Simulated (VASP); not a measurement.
# MgS (Fm-3m) in VASP: notebook, part 2 of 2

VASP 6.6.1.

## Step 5: Single point, PBE0

This run uses another cell than the first one, of 17.26 Å³/atom.

File POSCAR:

```
MgS
1.0
    0.0000000000      2.5841887356      2.5841887356
    2.5841887356      0.0000000000      2.5841887356
    2.5841887356      2.5841887356      0.0000000000
S Mg
1 1
Direct
    0.5000000000      0.5000000000      0.5000000000
    0.0000000000      0.0000000000      0.0000000000
```

File INCAR.step1:

```
SYSTEM = MgS
PREC     = Accurate       ! precision mode
ENCUT    = 520            ! plane-wave cutoff, eV
EDIFF    = 1E-5           ! SCF threshold, eV
ISMEAR   = -1             ! smearing method
SIGMA    = 0.05           ! smearing width, eV
LREAL    = .FALSE.        ! projectors in reciprocal space
LASPH    = .TRUE.         ! aspherical terms in the spheres
NELM     = 80             ! most SCF steps
ALGO     = Normal         ! electronic algorithm
ISIF     = 2              ! what is computed and relaxed
LWAVE    = .TRUE.         ! write WAVECAR
LCHARG   = .FALSE.        ! write CHGCAR
GGA      = PE             ! functional
NBANDS   = 11             ! bands
```

File INCAR.step2:

```
SYSTEM = MgS
PREC     = Accurate       ! precision mode
ENCUT    = 520            ! plane-wave cutoff, eV
EDIFF    = 1E-7           ! SCF threshold, eV
ISMEAR   = -1             ! smearing method
SIGMA    = 0.05           ! smearing width, eV
LREAL    = .FALSE.        ! projectors in reciprocal space
LASPH    = .TRUE.         ! aspherical terms in the spheres
NELM     = 80             ! most SCF steps
ALGO     = Normal         ! electronic algorithm
ISIF     = 2              ! what is computed and relaxed
LWAVE    = .FALSE.        ! write WAVECAR
LCHARG   = .FALSE.        ! write CHGCAR
GGA      = PE             ! functional
LHFCALC  = .TRUE.         ! exact exchange
AEXX     = 0.25           ! exact-exchange fraction
PRECFOCK = Normal       
ISTART   = 1            
NBANDS   = 11             ! bands
```

File KPOINTS:

```
regular mesh
0
G
  6 6 6
  0 0 0
```

Potentials or basis: VASP PAW PBE potentials, release 64 (S, Mg).

Started as:

```console
$ cat potpaw_PBE.64/S/POTCAR potpaw_PBE.64/Mg/POTCAR > POTCAR
$ cp INCAR.step1 INCAR
$ mpirun -np 1 vasp_std > vasp.out
$ cp INCAR.step2 INCAR
$ mpirun -np 1 vasp_std > vasp.out
```

OUTCAR:

```text
SYSTEM = MgS
   PREC = Accurate
   ENCUT = 520
   EDIFF = 1E-7
   ISMEAR = -1
   LREAL = .FALSE.
   LASPH = .TRUE.
   NELM = 80
   ISIF = 2
   GGA = PE
   LHFCALC = .TRUE.
   AEXX = 0.25
   PRECFOCK = Normal
   ISTART = 1

 ion  position               nearest neighbor table
   1  0.500  0.500  0.500-   2 2.58   2 2.58   2 2.58   2 2.58   2 2.58   2 2.58
   2  0.000  0.000  0.000-   1 2.58   1 2.58   1 2.58   1 2.58   1 2.58   1 2.58

  LATTYP: Found a face centered cubic cell.
 ALAT       =     5.1683774712

  Lattice vectors:

 A1 = (   0.0000000000,   2.5841887356,   2.5841887356)
 A2 = (   2.5841887356,   0.0000000000,   2.5841887356)
 A3 = (   2.5841887356,   2.5841887356,   0.0000000000)

Analysis of symmetry for initial positions (statically):
=====================================================================
 Subroutine PRICEL returns:
 Original cell was already a primitive cell.

 Routine SETGRP: Setting up the symmetry group for a
 face centered cubic supercell.

 Subroutine GETGRP returns: Found 48 space group operations
 (whereof 48 operations were pure point group operations)
 out of a pool of 48 trial point group operations.

The static configuration has the point symmetry O_h .

Analysis of symmetry for dynamics (positions and initial velocities):
=====================================================================
 Subroutine PRICEL returns:
 Original cell was already a primitive cell.

 Routine SETGRP: Setting up the symmetry group for a
 face centered cubic supercell.

 Subroutine GETGRP returns: Found 48 space group operations
 (whereof 48 operations were pure point group operations)
 out of a pool of 48 trial point group operations.

The dynamic configuration has the point symmetry O_h .

 Subroutine INISYM returns: Found 48 space group operations
 (whereof 48 operations are pure point group operations),
 and found     1 'primitive' translations

----------------------------------------------------------------------------------------

[... 117 lines left out ...]
   HFSCREENC=   0.0000 screening length for correlation (either q_TF or 0.3 A-1)
   ENCUTFOCK=  -1.0 apply spherical cutoff to Coloumb kernel
   IVDW    =     0    specifies the selected vdW correction
   LEPSILON=     F    determine dielectric tensor
   LRPA    =     F    only Hartree local field effects (RPA)
 non-spin polarized calculation
  energy-cutoff  :      520.00
  volume of cell :       34.51
 maximum number of plane-waves:       941
  NGX = 24; NGY = 24; NGZ = 24

 number of electron       7.9999999 magnetization

 Free energy of the ion-electron system (eV)
  ---------------------------------------------------
  ext. energy  EPLUGINS =         0.00000000
  ---------------------------------------------------
  free energy    TOTEN  =       -10.45030520 eV

  energy without entropy =      -10.45030520  energy(sigma->0) =      -10.45030520

 E-fermi :   3.9193     XC(G=0):  -7.7164

 val. band max:        2.8662002439   @ k =   0.0000   0.0000   0.0000
 cond. band min:       7.4058640665   @ k =   0.5000   0.5000   0.0000
 fundamental gap:      4.5396638226
 Fermi energy:         3.9192693348

 k-point     1 :       0.0000    0.0000    0.0000
  band No.  band energies     occupation
      1     -11.2756      2.00000
      2       2.8662      2.00000
      3       2.8662      2.00000
      4       2.8662      2.00000
      5       8.5555      0.00000
      6      12.7192      0.00000
      7      12.7192      0.00000
      8      12.7192      0.00000
      9      15.3617      0.00000
     10      15.3617      0.00000
     11      17.3915      0.00000
[... 197 lines left out ...]
 k-point    16 :      -0.3333    0.5000    0.1667
  band No.  band energies     occupation
      1      -9.3148      2.00000
      2      -1.3877      2.00000
      3      -0.0501      2.00000
      4       0.4165      2.00000
      5       9.1519      0.00000
      6      10.8798      0.00000
      7      14.2208      0.00000
      8      14.8468      0.00000
      9      19.2103      0.00000
     10      20.4311      0.00000
     11      20.8981      0.00000

------------------------ aborting loop because EDIFF is reached ----------------------------------------

  FORCE on cell =-STRESS in cart. coord.  units (eV):
  Direction    XX          YY          ZZ          XY          YZ          ZX
  --------------------------------------------------------------------------------------
  -------------------------------------------------------------------------------------
  Total        0.1935934      0.1935934      0.1935934      0.0000000      0.0000000      0.0000000
  in kB        8.9866622      8.9866622      8.9866622      0.0000000      0.0000000      0.0000000
  external PRESSURE =       8.9866622 kB  Pullay stress =       0.0000000 kB

 VOLUME and BASIS-vectors are now :
 -----------------------------------------------------------------------------
  energy-cutoff  :      520.00
  volume of cell :       34.51
      direct lattice vectors                 reciprocal lattice vectors
     0.000000000  2.584188736  2.584188736    -0.193484320  0.193484320  0.193484320
     2.584188736  0.000000000  2.584188736     0.193484320 -0.193484320  0.193484320
     2.584188736  2.584188736  0.000000000     0.193484320  0.193484320 -0.193484320

 POSITION                                       TOTAL-FORCE (eV/Angst)
 -----------------------------------------------------------------------------------
      2.58419      2.58419      2.58419         0.000000     -0.000000     -0.000000
      0.00000      0.00000      0.00000        -0.000000      0.000000      0.000000
 -----------------------------------------------------------------------------------
    total drift:                               -0.000000     -0.000000     -0.000000

  FREE ENERGIE OF THE ION-ELECTRON SYSTEM (eV)
  ---------------------------------------------------
  free  energy   TOTEN  =       -10.4503052043 eV

  energy  without entropy=      -10.4503052043  energy(sigma->0) =      -10.45030520
```

OUTCAR.step1:

```text
SYSTEM = MgS
   PREC = Accurate
   ENCUT = 520
   EDIFF = 1E-5
   ISMEAR = -1
   LREAL = .FALSE.
[... 434 lines left out ...]
      2.58419      2.58419      2.58419         0.000000     -0.000000      0.000000
      0.00000      0.00000      0.00000        -0.000000      0.000000     -0.000000
 -----------------------------------------------------------------------------------
    total drift:                                0.000000      0.000000      0.000000

  FREE ENERGIE OF THE ION-ELECTRON SYSTEM (eV)
  ---------------------------------------------------
  free  energy   TOTEN  =        -8.4916033306 eV

  energy  without entropy=       -8.4916033306  energy(sigma->0) =       -8.49160333
```

OSZICAR.step1:

```text
N       E                     dE             d eps       ncg     rms          rms(c)
DAV:   1     0.218308560230E+02    0.21831E+02   -0.38710E+03   368   0.609E+02
DAV:   2    -0.756495911568E+01   -0.29396E+02   -0.27736E+02   462   0.977E+01
DAV:   3    -0.888210262667E+01   -0.13171E+01   -0.13155E+01   409   0.224E+01
DAV:   4    -0.889058284698E+01   -0.84802E-02   -0.84796E-02   421   0.213E+00
DAV:   5    -0.889066296006E+01   -0.80113E-04   -0.80112E-04   438   0.194E-01    0.450E+00
DAV:   6    -0.853167300214E+01    0.35899E+00   -0.75525E-01   385   0.347E+00    0.353E+00
DAV:   7    -0.849162815494E+01    0.40045E-01   -0.21991E-01   406   0.205E+00    0.231E+00
DAV:   8    -0.849187878700E+01   -0.25063E-03   -0.14566E-02   385   0.730E-01    0.101E+00
DAV:   9    -0.849159302711E+01    0.28576E-03   -0.77390E-04   397   0.161E-01    0.355E-01
DAV:  10    -0.849160699291E+01   -0.13966E-04   -0.24049E-04   391   0.712E-02    0.428E-02
DAV:  11    -0.849160333059E+01    0.36623E-05   -0.23218E-05   368   0.215E-02
   1 F= -.84916033E+01 E0= -.84916033E+01  d E =-.324195E-10
```

Wall time 29 min (1 thread of Intel Xeon 8259CL, shared host); peak memory 0.19 GiB.

What came out:

```
Free energy            : -10.4503 eV
Pressure               : 0.9 GPa
Band gap on the k mesh : 4.54 eV (least direct gap 5.69 eV)
```

Caveat: the PAW data sets were made with another functional, which shifts forces and pressure a little.

## Step 6: Summary

| level | potentials or basis | cell | k mesh | cutoff (eV) | mended | grid for exact exchange (PRECFOCK) | share of exact exchange | gap on the mesh (eV) | pressure (GPa) |
| --- | --- | --- | --- | --- | --- | --- | --- | --- | --- |
| LDA | VASP PAW LDA potentials, release 64 (S, Mg_sv) | a = 3.604 Å, angles 60.0°, 2 atoms | 9 × 9 × 9 | 750 | yes | - | - | 2.84 | 1.4 |
| PBE0 | VASP PAW PBE potentials, release 64 (S, Mg) | a = 3.604 Å, angles 60.0°, 2 atoms | 6 × 6 × 6 | 520 | - | Normal | 0.25 | 4.64 | 4.7 |
| PBE0 | VASP PAW PBE potentials, release 64 (S, Mg) | a = 3.630 Å, angles 60.0°, 2 atoms | 6 × 6 × 6 | 520 | - | Normal | 0.25 | 4.59 | 2.7 |
| PBE0 | VASP PAW PBE potentials, release 64 (S, Mg) | a = 3.655 Å, angles 60.0°, 2 atoms | 6 × 6 × 6 | 520 | - | Normal | 0.25 | 4.54 | 0.9 |

Alike in all rows: task single point; no spin polarisation; smearing fermi-dirac 0.05 eV.

Caveats: the PAW data sets were made with another functional, which shifts forces and pressure a little (at least some runs); an odd mesh through Γ misses points on the zone boundary, where band edges can lie (at least some runs); the cell stands under pressure (at least some runs).

Absolute energies hang on the potentials; compare differences alone.
